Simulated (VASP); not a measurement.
The system is Be.

```
Be
1.0
     2.28530    0.00000    0.00000
    -1.14265    1.97913    0.00000
     0.00000    0.00000    3.58420
Be
2
Cartesian
  0.0000 1.3194 0.8961
  1.1427 0.6597 2.6882
```

- Program: VASP 6.6.1
- Task: relaxation of cell and atoms
- Functional: PBEsol
- Potentials or basis: VASP PAW PBE potentials, release 64 (Be)
- Cutoff: 600 eV
- k mesh: 18 × 18 × 10
- Occupations: fermi-dirac, width 0.08 eV
- Spin: no spin polarisation

At the start: pressure -3.6 GPa; volume 8.11 Å³/atom.

Question: How do energy, volume and symmetry change on relaxing?

Answer: Over 8 steps the energy falls by 3.2 meV/atom and the volume is 7.86 Å³/atom (-3.1 %); space group P6_3/mmc (No. 194, to 0.05 Å).

The path:
```
step  energy change (eV)  largest force (eV/Å)  pressure (GPa)  volume (Å³)
   1              0.0000                0.0000           -3.58        16.21
   2             -0.0061                0.0000           -0.56        15.79
   3             -0.0063                0.0000            0.06        15.71
   4             -0.0063                0.0000            0.14        15.70
   5             -0.0063                0.0000            0.07        15.70
   6             -0.0063                0.0000            0.06        15.71
   7             -0.0063                0.0000            0.06        15.70
   8             -0.0063                0.0000            0.01        15.71
```

Final structure:
```
Be
1.0
     2.25560    0.00000    0.00000
    -1.12780    1.95341    0.00000
     0.00000    0.00000    3.56608
Be
2
Cartesian
  0.0000 1.3023 0.8915
  1.1278 0.6511 2.6746
```

Caveat: the PAW data sets were made with another functional, which shifts forces and pressure a little.
